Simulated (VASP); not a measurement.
# Cu (Fm-3m) in VASP: a series of runs

The runs below take Cu through single point, with PBEsol.

Everything below comes from runs of VASP 6.6.1. Logs are shortened: lines on timing, memory, paths and dates and some standing lists are left out, and cuts for length are marked.

**1. The cell of the first run**

It takes space group Fm-3m (No. 225, cubic). Conventional cell: a = 3.362 Å, b = 3.362 Å, c = 3.362 Å, α = 90.00°, β = 90.00°, γ = 90.00°. Within 3.1 Å of Cu (site symmetry m-3m) lie 12 Cu at 2.38 Å.

**2. Single point, PBEsol (9.50 Å³/atom)**

INCAR reads:

```
PREC = Accurate ; ENCUT = 520
EDIFF = 1E-6 ; ISMEAR = 0
SIGMA = 0.15 ; LREAL = False
LASPH = True ; NELM = 100
ALGO = Normal ; ISIF = 2
LWAVE = False ; LCHARG = False
GGA = PS ; NBANDS = 12
```

KPOINTS reads:

```
regular mesh
0
Gamma
  24 24 24
```

POSCAR reads:

```
Cu
1.0
    0.0000000000      1.6810466834      1.6810466834
    1.6810466834      0.0000000000      1.6810466834
    1.6810466834      1.6810466834      0.0000000000
Cu
1
Direct
    0.0000000000      0.0000000000      0.0000000000
```

Potentials or basis: VASP PAW PBE potentials, release 64 (Cu).

On the command line:

```console
cat potpaw_PBE.64/Cu/POTCAR > POTCAR
mpirun -np 1 vasp_std > vasp.out
```

OUTCAR:

```text
PREC = Accurate
   ENCUT = 520
   EDIFF = 1E-6
   ISMEAR = 0
   LREAL = False
   LASPH = True
   NELM = 100
   ISIF = 2
   GGA = PS

 ion  position               nearest neighbor table
   1  0.000  0.000  0.000-

  LATTYP: Found a face centered cubic cell.
 ALAT       =     3.3620933668

  Lattice vectors:

 A1 = (   0.0000000000,   1.6810466834,   1.6810466834)
 A2 = (   1.6810466834,   0.0000000000,   1.6810466834)
 A3 = (   1.6810466834,   1.6810466834,   0.0000000000)

Analysis of symmetry for initial positions (statically):
=====================================================================
 Subroutine PRICEL returns:
 Original cell was already a primitive cell.

 Routine SETGRP: Setting up the symmetry group for a
 face centered cubic supercell.

 Subroutine GETGRP returns: Found 48 space group operations
 (whereof 48 operations were pure point group operations)
 out of a pool of 48 trial point group operations.

The static configuration has the point symmetry O_h .

Analysis of symmetry for dynamics (positions and initial velocities):
=====================================================================
 Subroutine PRICEL returns:
 Original cell was already a primitive cell.

 Routine SETGRP: Setting up the symmetry group for a
 face centered cubic supercell.

 Subroutine GETGRP returns: Found 48 space group operations
 (whereof 48 operations were pure point group operations)
 out of a pool of 48 trial point group operations.

The dynamic configuration has the point symmetry O_h .

 Subroutine INISYM returns: Found 48 space group operations
 (whereof 48 operations are pure point group operations),
 and found     1 'primitive' translations

----------------------------------------------------------------------------------------

                                     Primitive cell

  volume of cell :       9.5010

  direct lattice vectors                    reciprocal lattice vectors
     0.000000000  1.681046683  1.681046683    -0.297433739  0.297433739  0.297433739
     1.681046683  0.000000000  1.681046683     0.297433739 -0.297433739  0.297433739
     1.681046683  1.681046683  0.000000000     0.297433739  0.297433739 -0.297433739

  length of vectors
     2.377359019  2.377359019  2.377359019     0.515170347  0.515170347  0.515170347

  position of ions in fractional coordinates (direct lattice)
     0.000000000  0.000000000  0.000000000

  ion indices of the primitive-cell ions
[... 81 lines left out ...]
   ISYM   =      2    0-nonsym 1-usesym 2-fastsym
   POTIM  = 0.5000    time-step for ionic-motion
   TEBEG  =    0.0;   TEEND  =   0.0 temperature during run
   PSTRESS=    0.0 pullay stress
   NELECT =      11.0000    total number of electrons
   NUPDOWN=      -1.0000    fix difference up-down
   EMIN   =  10.00;   EMAX   =-10.00  energy-range for DOS
   EFERMI =   0.00;   METHOD = LEGACY
   ISMEAR =     0;   SIGMA  =   0.15  broadening in eV -4-tet -1-fermi 0-gaus
   EFERMI_NEDOS =   21; number of points for ismear=-14 and -15
   IALGO  =     38    algorithm
   IMIX   =      4    mixing-type and parameters
     AMIX     =   0.40;   BMIX     =  1.00
     AMIX_MAG =   1.60;   BMIX_MAG =  1.00
  volume/ion in A,a.u.               =       9.50        64.12
  Fermi-wavevector in a.u.,A,eV,Ry     =   1.719027  3.248489 40.205934  2.955053
  Thomas-Fermi vector in A             =   2.795730
   LORBIT       =      0    0 simple, 1 ext, 2 COOP (PROOUT), +10 PAW based schemes
   GGA     = PS    functional components
   LHFCALC =     F    Hartree Fock is set to
   AEXX    =    0.0000 exact exchange contribution
   IVDW    =     0    specifies the selected vdW correction
   LEPSILON=     F    determine dielectric tensor
   LRPA    =     F    only Hartree local field effects (RPA)
 non-spin polarized calculation
 Gauss-broadening in eV      SIGMA  =   0.15
  energy-cutoff  :      520.00
  volume of cell :        9.50
 maximum number of plane-waves:       271
 NGX is ok and might be reduce to    18
   NGX =  9   NGY =  9   NGZ =  9

 number of electron      11.0000006 magnetization

 Free energy of the ion-electron system (eV)
  ---------------------------------------------------
  ext. energy  EPLUGINS =         0.00000000
  ---------------------------------------------------
  free energy    TOTEN  =        -4.08519569 eV

  energy without entropy =       -4.08206427  energy(sigma->0) =       -4.08362998

 E-fermi :  10.4727     XC(G=0): -14.2311

 val. band max:       10.4632807057   @ k =   0.5000   0.1250   0.0000
 cond. band min:      10.4857417402   @ k =   0.5000   0.3333   0.1667
 fundamental gap:      0.0224610345
 Fermi energy:        10.4727367245

 k-point     1 :       0.0000    0.0000    0.0000
  band No.  band energies     occupation
      1      -0.7616      2.00000
      2       6.6276      2.00000
      3       6.6276      2.00000
      4       6.6276      2.00000
      5       7.7923      2.00000
      6       7.7923      2.00000
      7      34.7004      0.00000
      8      39.0831      0.00000
      9      39.0831      0.00000
     10      39.0831      0.00000
     11      41.9798      0.00000
     12      41.9798      0.00000
[... 331 lines left out ...]
 k-point    24 :       0.4583    0.0417    0.0000
  band No.  band energies     occupation
      1       3.9132      2.00000
      2       6.5593      2.00000
      3       6.6276      2.00000
      4       7.7906      2.00000
      5       8.5667      2.00000
      6       8.9668      2.00000
      7      16.2297      0.00000
      8      32.8724      0.00000
      9      34.9873      0.00000
     10      35.8036      0.00000
     11      39.4916      0.00000
     12      40.0725      0.00000

 [... further k-points ...]

------------------------ aborting loop because EDIFF is reached ----------------------------------------

  FORCE on cell =-STRESS in cart. coord.  units (eV):
  Direction    XX          YY          ZZ          XY          YZ          ZX
  --------------------------------------------------------------------------------------
  -------------------------------------------------------------------------------------
  Total        2.7318191      2.7318191      2.7318191     -0.0000000     -0.0000000      0.0000000
  in kB      460.6734655    460.6734655    460.6734655     -0.0000000     -0.0000000      0.0000000
  external PRESSURE =     460.6734655 kB  Pullay stress =       0.0000000 kB

 VOLUME and BASIS-vectors are now :
 -----------------------------------------------------------------------------
  energy-cutoff  :      520.00
  volume of cell :        9.50
      direct lattice vectors                 reciprocal lattice vectors
     0.000000000  1.681046683  1.681046683    -0.297433739  0.297433739  0.297433739
     1.681046683  0.000000000  1.681046683     0.297433739 -0.297433739  0.297433739
     1.681046683  1.681046683  0.000000000     0.297433739  0.297433739 -0.297433739

 POSITION                                       TOTAL-FORCE (eV/Angst)
 -----------------------------------------------------------------------------------
      0.00000      0.00000      0.00000         0.000000      0.000000      0.000000
 -----------------------------------------------------------------------------------
    total drift:                                0.000000     -0.000000      0.000000

  FREE ENERGIE OF THE ION-ELECTRON SYSTEM (eV)
  ---------------------------------------------------
  free  energy   TOTEN  =        -4.0851956871 eV

  energy  without entropy=       -4.0820642660  energy(sigma->0) =       -4.08362998
```

Wall time 21 s (1 thread of AMD EPYC 9R45 (Zen 5), shared host); peak memory 0.12 GiB.

Results:

* Free energy: -4.0852 eV
* Pressure: 46.1 GPa
* Band gap on the k mesh: zero (an odd number of electrons rules out a gap without spin polarisation)

Caveat: the cell stands under pressure; the PAW data sets were made with another functional, which shifts forces and pressure a little.

**3. Single point, PBEsol (10.41 Å³/atom)**

This run uses another cell than the first one, of 10.41 Å³/atom.

INCAR reads:

```
SYSTEM = Cu
ALGO = Normal ; EDIFF = 1E-7
ENCUT = 520 ; GGA = PS
ISIF = 2 ; ISMEAR = 0
LASPH = .True. ; LCHARG = .False.
LREAL = .False. ; LWAVE = .False.
NBANDS = 12 ; NELM = 100
PREC = Accurate ; SIGMA = 0.15
```

KPOINTS reads:

```
k-points
0
Gamma
  24 24 24
  0 0 0
```

POSCAR reads:

```
Cu
1.0
    0.0000000000      1.7328113155      1.7328113155
    1.7328113155      0.0000000000      1.7328113155
    1.7328113155      1.7328113155      0.0000000000
Cu
1
Direct
    0.0000000000      0.0000000000      0.0000000000
```

Potentials or basis: VASP PAW PBE potentials, release 64 (Cu).

On the command line:

```console
cat potpaw_PBE.64/Cu/POTCAR > POTCAR
mpirun -np 1 vasp_std > vasp.out
```

Wall time 24 s (1 thread of AMD EPYC 9R45 (Zen 5), shared host); peak memory 0.13 GiB.

Results (log left out):

| Property | Result |
| --- | --- |
| Free energy | -4.2607 eV |
| Pressure | 18.1 GPa |
| Band gap on the k mesh | zero (an odd number of electrons rules out a gap without spin polarisation) |

Levels at points of the mesh, in eV from the Fermi level:
| k point | band 3 | band 4 | band 5 | band 6 | band 7 | band 8 | band 9 | band 10 |
| --- | --- | --- | --- | --- | --- | --- | --- | --- |
| (0.00, 0.00, 0.00) | -3.47 | -3.47 | -2.46 | -2.46 | 23.56 | 27.18 | 27.18 | 27.18 |
| (0.50, 0.00, 0.00) | -3.51 | -1.77 | -1.77 | -1.45 | 4.40 | 21.99 | 24.03 | 24.03 |
| (0.50, 0.50, 0.00) | -1.79 | -1.60 | -1.60 | 1.34 | 8.00 | 14.02 | 14.02 | 18.89 |

Caveat: the cell stands under pressure; the PAW data sets were made with another functional, which shifts forces and pressure a little.

**4. Single point, PBEsol**

This run uses another cell than the first one, of 11.31 Å³/atom.

INCAR reads:

```
PREC     = Accurate       # precision mode
ENCUT    = 520            # plane-wave cutoff, eV
EDIFF    = 1E-6           # SCF threshold, eV
ISMEAR   = 0              # smearing method
SIGMA    = 0.15           # smearing width, eV
LREAL    = F              # projectors in reciprocal space
LASPH    = T              # aspherical terms in the spheres
NELM     = 80             # most SCF steps
ALGO     = Normal         # electronic algorithm
ISIF     = 2              # what is computed and relaxed
LWAVE    = F              # write WAVECAR
LCHARG   = F              # write CHGCAR
GGA      = PS             # functional
NBANDS   = 12             # bands
```

KPOINTS reads:

```
Automatic mesh
0
Gamma
  24 24 24
```

POSCAR reads:

```
Cu
1.0
    0.0000000000      1.7816422171      1.7816422171
    1.7816422171      0.0000000000      1.7816422171
    1.7816422171      1.7816422171      0.0000000000
Cu
1
Direct
    0.0000000000      0.0000000000      0.0000000000
```

On the command line:

```console
cat potpaw_PBE.64/Cu/POTCAR > POTCAR
mpirun -np 1 vasp_std > vasp.out
```

It took 29 s on 1 thread of AMD EPYC 9R45 (Zen 5), shared host; peak memory 0.13 GiB.

It converged, with:

- Free energy: -4.3107 eV
- Pressure: 0.8 GPa
- Band gap on the k mesh: zero (an odd number of electrons rules out a gap without spin polarisation)

Levels at points of the mesh, in eV from the Fermi level:
| k point | band 4 | band 5 | band 6 | band 7 | band 8 | band 9 |
| --- | --- | --- | --- | --- | --- | --- |
| (0.00, 0.00, 0.00) | -3.17 | -2.28 | -2.28 | 22.92 | 25.87 | 25.87 |
| (0.50, 0.00, 0.00) | -1.67 | -1.67 | -1.18 | 3.95 | 21.39 | 22.69 |
| (0.50, 0.50, 0.00) | -1.52 | -1.52 | 1.41 | 7.39 | 13.36 | 13.36 |

Caveat: the PAW data sets were made with another functional, which shifts forces and pressure a little.

**5. Overview**

```tsv
cell	gap on the mesh (eV)	pressure (GPa)
a = 2.377 Å, angles 60.0°, 1 atom	none	46.1
a = 2.451 Å, angles 60.0°, 1 atom	none	18.1
a = 2.520 Å, angles 60.0°, 1 atom	none	0.8
```

Alike in all rows: task single point; level PBEsol; potentials or basis VASP PAW PBE potentials, release 64 (Cu); no spin polarisation; k mesh 24 × 24 × 24; cutoff (eV) 520; smearing gaussian 0.15 eV.

Caveats: the PAW data sets were made with another functional, which shifts forces and pressure a little; the cell stands under pressure (at least some runs).

Absolute energies hang on the potentials; compare differences alone.

The gap in the log of VASP goes by the Fermi energy; the results here count the filled bands.